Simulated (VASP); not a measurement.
Fe: single point with PBEsol

Crystal: Fe.

```xyz
2
Lattice="2.5644 0.0000 0.0000 -1.2822 2.2208 0.0000 0.0000 0.0000 3.4465" Properties=species:S:1:pos:R:3 pbc="T T T"
Fe    0.0000    1.4806    0.8616
Fe    1.2822    0.7403    2.5849
```

This cell differs from its parent crystal: ratio of the length along z to the lengths across it x 0.85, volume and fractional coordinates fixed.

```yaml
Program: VASP 6.6.1
Task: single point
Functional: PBEsol
Potentials_or_basis: VASP PAW PBE potentials, release 64 (Fe)
Cutoff: 520 eV
k_mesh: 33 × 33 × 18
Occupations: gaussian, width 0.15 eV
Spin: no spin polarisation
Dipole_correction: no
Further_INCAR_settings: ALGO = Normal; EDIFF = 1e-07; NBANDS = 15
```

The pressure is 8.6 GPa and the band gap on the k mesh is zero (band 8 reaches 8.11 eV, above the bottom of band 9 at 6.47 eV).

Stress tensor (GPa, compression positive):
```
-12.56   0.00   0.00
  0.00 -12.56   0.00
  0.00   0.00  51.06
```

Levels at points of the mesh, in eV from the Fermi level:
| k point | band 5 | band 6 | band 7 | band 8 | band 9 | band 10 | band 11 | band 12 |
| --- | --- | --- | --- | --- | --- | --- | --- | --- |
| (0.00, 0.00, 0.00) | -1.72 | -1.72 | -1.15 | -1.15 | -0.62 | 0.80 | 0.80 | 2.96 |
| (0.00, 0.00, 0.50) | -2.48 | -2.48 | -1.44 | -1.44 | 0.57 | 0.57 | 0.57 | 0.57 |

It took 2.4 min on 1 thread of AMD EPYC 9R45 96-Core Processor (Zen 5), on a shared host, peak memory 0.34 GiB.

Caveat: the PAW data sets were made with another functional, which shifts forces and pressure a little; the run has no spin polarisation, though such a crystal can be magnetic. Spin polarisation is off, so any magnetic state and its effect on volume and gap are missing.
